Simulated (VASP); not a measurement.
## Co: single point with PBEsol+D3(BJ)

The system is Co.

```
Co
1.0
     2.42013    0.00000    0.00000
    -1.21006    2.09589    0.00000
     0.00000    0.00000    7.92312
Co
4
Direct
  0.66667 0.33333 0.75000
  0.00000 0.00000 0.50000
  0.33333 0.66667 0.25000
  0.00000 0.00000 0.00000
```

```json
{
  "Program": "VASP 6.6.1",
  "Task": "single point",
  "Functional": "PBEsol",
  "Dispersion": "D3(BJ)",
  "Potentials or basis": "VASP PAW PBE potentials, release 64 (Co)",
  "Cutoff": "520 eV",
  "k mesh": "12 × 12 × 4",
  "Occupations": "fermi-dirac, width 0.05 eV",
  "Spin": "collinear spin, ferromagnetic start",
  "Starting moments": "[2.0, 2.0, 2.0, 2.0] μB"
}
```

The pressure is 1.1 GPa, the net moment is 6.20 μB per cell and the site moments are Co +1.56, +1.54 (each value once) μB. The valence electrons inside the program's atomic spheres are Co 8.43, 8.44 (each value once) and the dispersion energy per atom is -0.411 eV.

Stress tensor (GPa, compression positive):
```
 2.41  0.00  0.00
 0.00  2.41  0.00
 0.00  0.00 -1.41
```

Levels at points of the mesh, in eV from the Fermi level:
Spin up:
| k point | band 18 | band 19 | band 20 | band 21 | band 22 | band 23 | band 24 | band 25 |
| --- | --- | --- | --- | --- | --- | --- | --- | --- |
| (0.00, 0.00, 0.00) | -1.41 | -1.41 | -1.07 | -1.07 | -0.63 | -0.63 | -0.39 | 6.82 |
| (0.50, 0.00, 0.00) | -0.37 | -0.36 | -0.34 | 0.25 | 1.41 | 2.76 | 3.39 | 7.62 |
| (0.00, 0.00, 0.50) | -1.58 | -1.58 | -1.58 | -0.82 | -0.82 | -0.82 | -0.82 | 9.84 |
| (0.50, 0.00, 0.50) | -0.51 | -0.38 | -0.38 | 1.41 | 1.41 | 3.04 | 3.04 | 7.93 |
Spin down:
```
           k point  band 10  band 11  band 12  band 13  band 14  band 15  band 16  band 17  band 18  band 19
(0.00, 0.00, 0.00)    -1.29    -1.29    -0.98    -0.98    -0.93    -0.93    -0.34     0.00     0.00     0.39
(0.50, 0.00, 0.00)    -1.30    -0.93    -0.15    -0.13     0.56     1.26     1.27     1.29     1.33     1.40
(0.00, 0.00, 0.50)    -1.21    -1.21    -1.21    -1.08    -1.08    -1.08    -1.08     0.20     0.20     0.20
(0.50, 0.00, 0.50)    -0.98    -0.94    -0.94    -0.27    -0.27     0.85     0.85     1.28     1.28     1.40
```

It took 110 s on 1 thread of Intel(R) Xeon(R) 6975P-C (Granite Rapids), on a shared host, peak memory 0.23 GiB.

Caveat: the PAW data sets were made with another functional, which shifts forces and pressure a little.
